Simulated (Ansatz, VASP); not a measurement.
## CaZn in VASP and in Ansatz

INCAR

```
  PREC = Accurate
  ENCUT = 520
  EDIFF = 1E-6
  ISMEAR = 0
  SIGMA = 0.15
  LREAL = F
  LASPH = T
  NELM = 60
  ALGO = Fast
  ISIF = 2
  LWAVE = F
  LCHARG = F
  NBANDS = 18
```

KPOINTS

```
regular mesh
0
Gamma
  14 14 14
```

POSCAR

```
CaZn
1.0
    3.7515172102      0.0000000000      0.0000000000
    0.0000000000      3.7515172102      0.0000000000
    0.0000000000      0.0000000000      3.4513958334
Ca Zn
1 1
Direct
    0.0000000000      0.0000000000      0.0000000000
    0.5000000000      0.5000000000      0.5000000000
```

Input for Ansatz:

```yaml
crystal:
  lattice:
    - [3.7515172102, 0.0, 0.0]
    - [0.0, 3.7515172102, 0.0]
    - [0.0, 0.0, 3.4513958334]
  atoms:
    - { symbol: Ca, position: [0.0, 0.0, 0.0] }
    - { symbol: Zn, position: [0.5, 0.5, 0.5] }
basis:
  ecutwfc: 420
kpoints:
  mp_grid: { grid: [14, 14, 14] }
hamiltonian:
  xc: lda
scf:
  occupations: { method: gaussian, width: 0.15 }
output:
  forces: true
  stress: true
  eigenvalues: true
```

Alike in both runs: task single point; functional LDA; k mesh 14 × 14 × 14; occupations gaussian, width 0.15 eV; no spin polarisation.

|  | VASP | Ansatz |
| --- | --- | --- |
| version | VASP 6.6.1 | Ansatz 0.2.0 |
| potentials or method | VASP PAW LDA potentials, release 64 (Ca_sv, Zn), cutoff 520 eV | scalar-relativistic, plane waves, PAW |
| valence electrons in the cell | 22 | 22 |

|  | VASP | Ansatz | Ansatz less VASP |
| --- | --- | --- | --- |
| gap on the k mesh at the Fermi level (eV) | none | none | - |
| pressure (GPa) | -3.0 | -3.1 | -0.12 |
| traceless stress, the component that is largest in VASP (GPa) | 1.73 | 1.73 | +0.005 |

LDA's correlation is that of Perdew and Zunger in VASP and of Perdew and Wang (1992) in Ansatz. A gap of «none» marks a metal or a gap that the smearing closes.
